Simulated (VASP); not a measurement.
# LiTe3P4: relaxation of cell and atoms with PBE

Crystal: LiTe3P4.

```xyz
8
Lattice="6.1356 0.0000 0.0000 0.0000 6.1356 0.0000 0.0000 0.0000 6.1356" Properties=species:S:1:pos:R:3 pbc="T T T"
Li    3.0678    3.0678    3.0678
Te    0.0000    3.0678    3.0678
Te    3.0678    0.0000    3.0678
Te    3.0678    3.0678    0.0000
P     3.0678    0.0000    0.0000
P     0.0000    3.0678    0.0000
P     0.0000    0.0000    3.0678
P     0.0000    0.0000    0.0000
```

The cell was generated, and may not be a known phase.

- Program: VASP 6.6.1
- Task: relaxation of cell and atoms
- Functional: PBE
- Potentials or basis: VASP PAW PBE potentials, release 64 (Li_sv, Te, P)
- Cutoff: 600 eV
- k mesh: 4 × 4 × 4
- Occupations: gaussian, width 0.1 eV
- Spin: no spin polarisation
- Dipole correction: no
- Further INCAR settings: ALGO = Normal; EDIFF = 1e-06; IBRION = 2; EDIFFG = -0.04; NSW = 90; ISIF = 3

| Quantity | Value |
| --- | --- |
| Relaxed volume | 21.02 Å³/atom |
| Relaxed cell | a = 5.519 Å, b = 5.519 Å, c = 5.519 Å, α = 90.00°, β = 90.00°, γ = 90.00° |
| Space group after relaxing (to 0.1 Å) | Pm-3m (No. 221) |
| Energy gained by relaxing | 338.6 meV/atom |
| Ionic steps | 3 |
| Pressure after relaxing | -0.1 GPa |
| Band gap on the k mesh | zero (an odd number of electrons rules out a gap without spin polarisation) |

Step by step:
```tsv
step	energy change (eV)	largest force (eV/Å)	pressure (GPa)	volume (Å³)
1	0.0000	0.0000	-10.26	230.98
2	-2.6577	0.0000	-2.38	174.52
3	-2.7090	0.0000	-0.11	168.15
```

Final structure:
```
Li Te P
1.0
     5.51944    0.00000    0.00000
     0.00000    5.51944    0.00000
     0.00000    0.00000    5.51944
Li Te P
1 3 4
Cartesian
  2.7597 2.7597 2.7597
  0.0000 2.7597 2.7597
  2.7597 0.0000 2.7597
  2.7597 2.7597 0.0000
  2.7597 0.0000 0.0000
  0.0000 2.7597 0.0000
  0.0000 0.0000 2.7597
  0.0000 0.0000 0.0000
```

Levels at points of the mesh, in eV from the Fermi level:
| k point | band 16 | band 17 | band 18 | band 19 | band 20 | band 21 | band 22 | band 23 | band 24 | band 25 |
| --- | --- | --- | --- | --- | --- | --- | --- | --- | --- | --- |
| (0.00, 0.00, 0.00) | -3.25 | -3.25 | -0.92 | -0.92 | -0.92 | 2.56 | 2.56 | 2.56 | 3.63 | 3.63 |
| (0.50, 0.00, 0.00) | -2.17 | -1.83 | -1.83 | -1.05 | -0.18 | -0.02 | 1.18 | 1.21 | 4.00 | 4.00 |
| (0.50, 0.50, 0.00) | -1.55 | -1.55 | -1.31 | -0.73 | -0.73 | 0.15 | 0.30 | 0.76 | 0.76 | 0.85 |
| (0.50, 0.50, 0.50) | -0.98 | -0.98 | -0.91 | -0.91 | -0.91 | -0.20 | -0.20 | -0.07 | 0.03 | 0.12 |

It took 3.7 min on 1 thread of Intel(R) Xeon(R) 6975P-C (Granite Rapids) (shared host), peak memory 0.4 GiB.

Caveat: the cutoff is under 1.25 times the usual one of these potentials, so pressure, stress and relaxed cells hold a basis-set (Pulay) error; the volume moved by over 15 % at a fixed basis, so the end points are rough; the highest band is partly filled, so the run has too few bands; spin-orbit coupling is left out, which moves the levels of the heavy elements.
